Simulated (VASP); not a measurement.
# Al (P6_3/mmc) in VASP: notebook, part 2 of 2

VASP 6.6.1.

## 4. Single point, PBEsol+D3(BJ)

This run uses another cell than the first one, of 19.57 Å³/atom, 1.021 times its volume.

Contents of INCAR:

```
SYSTEM = Al
PREC = Accurate
ENCUT = 520
EDIFF = 1E-7
ISMEAR = 0
SIGMA = 0.15
LREAL = .FALSE.
LASPH = .TRUE.
NELM = 60
ALGO = Fast
ISIF = 2
LWAVE = .FALSE.
LCHARG = .FALSE.
GGA = PS
IVDW = 12
NBANDS = 14
```

Contents of KPOINTS:

```
Automatic mesh
0
G
  18 18 6
  0 0 0
```

Contents of POSCAR:

```
Al
1.0
    2.9315000000      0.0000000000      0.0000000000
   -1.4657500000      2.5387534712      0.0000000000
    0.0000000000      0.0000000000     10.5157000000
Al
4
Direct
    0.0000000000      0.0000000000      0.0000000000
    0.3333333333      0.6666666667      0.2500000000
    0.0000000000      0.0000000000      0.5000000000
    0.6666666667      0.3333333333      0.7500000000
```

Potentials or basis: VASP PAW PBE potentials, release 64 (Al).

The run is started by

```sh
$ cat potpaw_PBE.64/Al/POTCAR > POTCAR
$ mpirun -np 1 vasp_std > vasp.out
```

OUTCAR:

```text
SYSTEM = Al
   PREC = Accurate
   ENCUT = 520
   EDIFF = 1E-7
   ISMEAR = 0
   LREAL = .FALSE.
   LASPH = .TRUE.
   NELM = 60
   ISIF = 2
   GGA = PS
   IVDW = 12
 IVDW          = 12

 ion  position               nearest neighbor table
   1  0.000  0.000  0.000-   2 3.13   4 3.13   4 3.13   2 3.13   4 3.13   2 3.13
   2  0.333  0.667  0.250-   1 3.13   3 3.13   1 3.13   3 3.13   1 3.13   3 3.13
   3  0.000  0.000  0.500-   2 3.13   4 3.13   4 3.13   2 3.13   4 3.13   2 3.13
   4  0.667  0.333  0.750-   1 3.13   3 3.13   1 3.13   3 3.13   1 3.13   3 3.13

  LATTYP: Found a hexagonal cell.
 ALAT       =     2.9315000000
[... 615 lines left out ...]
  --------------------------------------------------------------------------------------
  -------------------------------------------------------------------------------------
  Total      -5.35386    -5.35386    -6.22077     0.00000     0.00000     0.00000
  in kB    -109.60474  -109.60474  -127.35202     0.00000     0.00000     0.00000
  external pressure =     -115.52 kB  Pullay stress =        0.00 kB

 VOLUME and BASIS-vectors are now :
 -----------------------------------------------------------------------------
  energy-cutoff  :      520.00
  volume of cell :       78.26
      direct lattice vectors                 reciprocal lattice vectors
     2.931500000  0.000000000  0.000000000     0.341122292  0.196947047  0.000000000
    -1.465750000  2.538753471  0.000000000     0.000000000  0.393894095  0.000000000
     0.000000000  0.000000000 10.515700000     0.000000000  0.000000000  0.095095904

 POSITION                                       TOTAL-FORCE (eV/Angst)
 -----------------------------------------------------------------------------------
      0.00000      0.00000      0.00000         0.000000      0.000000      0.000000
     -0.00000      1.69250      2.62893         0.000000      0.000000      0.000000
      0.00000      0.00000      5.25785         0.000000      0.000000      0.000000
      1.46575      0.84625      7.88678        -0.000000     -0.000000      0.000000
 -----------------------------------------------------------------------------------
    total drift:                               -0.000000      0.000000      0.000000

  FREE ENERGIE OF THE ION-ELECTRON SYSTEM (eV)
  ---------------------------------------------------
  free  energy   TOTEN  =       -16.8847210653 eV

  energy  without entropy=      -16.8637274135  energy(sigma->0) =      -16.87422424
```

Wall time 68 s (1 thread of Intel Xeon Platinum 8559C (Emerald Rapids), shared host); peak memory 0.28 GiB.

Results:

| Item | Value |
| --- | --- |
| Free energy | -16.8847 eV |
| Pressure | -11.6 GPa |
| Band gap on the k mesh | zero (band 6 reaches 8.98 eV, above the bottom of band 7 at 5.04 eV) |
| Dispersion energy per atom | -0.266 eV |

Stress tensor (GPa, compression positive):
```
-10.96   0.00   0.00
  0.00 -10.96   0.00
  0.00   0.00 -12.74
```

Caveat: the PAW data sets were made with another functional, which shifts forces and pressure a little; pairwise dispersion overbinds metals, which lowers pressure and volume.

## 5. Single point, PBEsol+D3(BJ)

This run uses another cell than the first one, of 19.88 Å³/atom, 1.038 times its volume.

Contents of INCAR:

```
ALGO     = Fast           # electronic algorithm
EDIFF    = 1E-7           # SCF threshold, eV
ENCUT    = 520            # plane-wave cutoff, eV
GGA      = PS             # functional
ISIF     = 2              # what is computed and relaxed
ISMEAR   = 0              # smearing method
IVDW     = 12             # dispersion correction
LASPH    = True           # aspherical terms in the spheres
LCHARG   = True           # write CHGCAR
LELF     = True           # ELF
LREAL    = False          # projectors in reciprocal space
LVHAR    = True         
LWAVE    = False          # write WAVECAR
NBANDS   = 14             # bands
NELM     = 60             # most SCF steps
PREC     = Accurate       # precision mode
SIGMA    = 0.15           # smearing width, eV
```

Contents of KPOINTS:

```
k-points
0
Gamma
  18 18 6
```

Contents of POSCAR:

```
Al
1.0
    2.8661000000      0.0000000000      0.0000000000
   -1.4330500000      2.4821154098      0.0000000000
    0.0000000000      0.0000000000     11.1775000000
Al
4
Direct
    0.0000000000      0.0000000000      0.0000000000
    0.3333333333      0.6666666667      0.2500000000
    0.0000000000      0.0000000000      0.5000000000
    0.6666666667      0.3333333333      0.7500000000
```

The run is started by

```sh
$ cat potpaw_PBE.64/Al/POTCAR > POTCAR
$ mpirun -np 1 vasp_std > vasp.out
```

It took 98 s on 1 thread of Intel Xeon Platinum 8559C (Emerald Rapids), shared host; peak memory 0.28 GiB.

The run converged. Its results:

- Free energy: -16.7063 eV
- Pressure: -10.7 GPa
- Band gap on the k mesh: zero (band 6 reaches 8.32 eV, above the bottom of band 7 at 4.83 eV)
- Dispersion energy per atom: -0.262 eV

Stress tensor (GPa, compression positive):
```
 -9.20   0.00   0.00
  0.00  -9.20   0.00
  0.00   0.00 -13.73
```

Levels at points of the mesh, in eV from the Fermi level:
```
           k point  band 3  band 4  band 5  band 6  band 7  band 8  band 9  band 10
(0.00, 0.00, 0.00)   -8.72   -5.95   -4.39    0.54    0.54    7.67    8.30    11.82
(0.50, 0.00, 0.00)   -3.08   -3.07   -2.66   -2.65   -0.25    0.04    1.12     1.54
(0.00, 0.00, 0.50)   -7.32   -7.32   -2.48   -2.48    4.06    4.06   11.88    11.89
(0.50, 0.00, 0.50)   -3.70   -3.70   -1.70   -1.70   -1.24   -1.24    2.90     2.90
```

Caveat: the PAW data sets were made with another functional, which shifts forces and pressure a little; pairwise dispersion overbinds metals, which lowers pressure and volume.

## 6. Single point, PBEsol+D3(BJ)

This run uses another cell than the first one, of 12.75 Å³/atom, 0.665 times its volume.

Contents of INCAR:

```
ALGO     = Normal         # electronic algorithm
EDIFF    = 1E-6           # SCF threshold, eV
ENCUT    = 520            # plane-wave cutoff, eV
GGA      = PS             # functional
ISIF     = 2              # what is computed and relaxed
ISMEAR   = 0              # smearing method
IVDW     = 12             # dispersion correction
LASPH    = True           # aspherical terms in the spheres
LCHARG   = False          # write CHGCAR
LREAL    = False          # projectors in reciprocal space
LWAVE    = False          # write WAVECAR
NBANDS   = 14             # bands
NELM     = 60             # most SCF steps
PREC     = Accurate       # precision mode
SIGMA    = 0.15           # smearing width, eV
```

KPOINTS is that of step 5.

Contents of POSCAR:

```
Al
1.0
    2.7354000000      0.0000000000      0.0000000000
   -1.3677000000      2.3689258895      0.0000000000
    0.0000000000      0.0000000000      7.8684000000
Al
4
Direct
    0.0000000000      0.0000000000      0.0000000000
    0.3333333333      0.6666666667      0.2500000000
    0.0000000000      0.0000000000      0.5000000000
    0.6666666667      0.3333333333      0.7500000000
```

Potentials or basis: VASP PAW PBE potentials, release 64 (Al).

The run is started by

```sh
$ cat potpaw_PBE.64/Al/POTCAR > POTCAR
$ mpirun -np 1 vasp_std > vasp.out
```

Run time: 31 s. Hardware: 1 thread of Intel Xeon Platinum 8559C (Emerald Rapids), shared host; peak memory 0.22 GiB.

Results (log left out):

```
Free energy                : -16.4110 eV
Pressure                   : 31.3 GPa
Band gap on the k mesh     : zero (band 6 reaches 17.67 eV, above the bottom of band 7 at 8.79 eV)
Dispersion energy per atom : -0.412 eV
```

Stress tensor (GPa, compression positive):
```
22.59  0.00  0.00
 0.00 22.59  0.00
 0.00  0.00 48.79
```

Levels at points of the mesh, in eV from the Fermi level:
```tsv
k point	band 2	band 3	band 4	band 5	band 6	band 7	band 8	band 9	band 10	band 11
(0.00, 0.00, 0.00)	-10.63	-10.63	-4.55	-2.98	6.81	6.91	10.57	10.57	10.64	10.64
(0.50, 0.00, 0.00)	-6.58	-4.85	-4.81	-3.85	-3.81	1.18	1.50	2.89	3.15	5.21
(0.00, 0.00, 0.50)	-12.39	-7.77	-7.77	1.19	1.19	10.93	10.93	10.93	10.93	11.12
(0.50, 0.00, 0.50)	-6.13	-5.98	-5.98	-1.93	-1.93	-1.15	-1.15	5.39	5.39	5.69
```

Caveat: the PAW data sets were made with another functional, which shifts forces and pressure a little; pairwise dispersion overbinds metals, which lowers pressure and volume.

## 7. The runs side by side

| cell | gap on the mesh (eV) | pressure (GPa) |
| --- | --- | --- |
| a = 2.997, b = 2.997, c = 9.854 Å, angles 90.0, 90.0, 120.0°, 4 atoms | none | -11.5 |
| a = 2.605, b = 2.605, c = 8.530 Å, angles 90.0, 90.0, 120.0°, 4 atoms | none | 31.9 |
| a = 2.932, b = 2.932, c = 10.516 Å, angles 90.0, 90.0, 120.0°, 4 atoms | none | -11.6 |
| a = 2.866, b = 2.866, c = 11.178 Å, angles 90.0, 90.0, 120.0°, 4 atoms | none | -10.7 |
| a = 2.735, b = 2.735, c = 7.868 Å, angles 90.0, 90.0, 120.0°, 4 atoms | none | 31.3 |

Alike in all rows: task single point; level PBEsol+D3(BJ); potentials or basis VASP PAW PBE potentials, release 64 (Al); no spin polarisation; k mesh 18 × 18 × 6; cutoff (eV) 520; smearing gaussian 0.15 eV.

Caveats: the PAW data sets were made with another functional, which shifts forces and pressure a little; pairwise dispersion overbinds metals, which lowers pressure and volume.

Absolute energies hang on the potentials; compare differences alone.
